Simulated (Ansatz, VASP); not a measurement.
**Rb in VASP and in Ansatz**

The input INCAR:

```
PREC = Accurate ; ENCUT = 520
EDIFF = 1E-6 ; ISMEAR = -1
SIGMA = 0.1 ; LREAL = False
LASPH = True ; NELM = 60
ALGO = Normal ; ISIF = 2
LWAVE = False ; LCHARG = False
GGA = PS ; NBANDS = 10
```

The input KPOINTS:

```
Automatic mesh
0
Gamma
  9 9 9
```

The input POSCAR:

```
Rb
1.0
    0.0000000000      3.5183295318      3.5183295318
    3.5183295318      0.0000000000      3.5183295318
    3.5183295318      3.5183295318      0.0000000000
Rb
1
Direct
    0.0000000000      0.0000000000      0.0000000000
```

Input for Ansatz:

```yaml
crystal:
  lattice:
    - [0.0, 3.5183295318, 3.5183295318]
    - [3.5183295318, 0.0, 3.5183295318]
    - [3.5183295318, 3.5183295318, 0.0]
  atoms:
    - { symbol: Rb, position: [0.0, 0.0, 0.0] }
hamiltonian:
  xc: pbesol
  pseudopotentials:
    kind: paw
    azcp:
      Rb: "pseudopotentials/Rb.paw.azcp"
basis:
  ecutwfc: 420
  fft_grid_basis: typed
kpoints:
  mp_grid: { grid: [9, 9, 9], shift: [0, 0, 0] }
magnetization:
  spin_polarized: false
scf:
  occupations: { method: fermi_dirac, width: 0.1 }
  lower_state_search: "off"
output:
  stress: true
  write_density: true
  write_potential: true
  elf: true
  volumetric_format: npy
```

Alike in both runs: task single point; functional PBEsol; k mesh 9 × 9 × 9; occupations fermi-dirac, width 0.1 eV; no spin polarisation.

|  | VASP | Ansatz |
| --- | --- | --- |
| version | VASP 6.6.1 | Ansatz 0.2.0 |
| potentials or method | VASP PAW PBE potentials, release 64 (Rb_sv), cutoff 520 eV | plane waves (420 eV) with PAW, scalar-relativistic |
| valence electrons in the cell | 9 | 9 |

|  | VASP | Ansatz | Ansatz less VASP |
| --- | --- | --- | --- |
| pressure (GPa) | 0.0 | 0.0 | 0.00 |

VASP's potentials were made for PBE, not for PBEsol, and Ansatz warns of the same on its side.
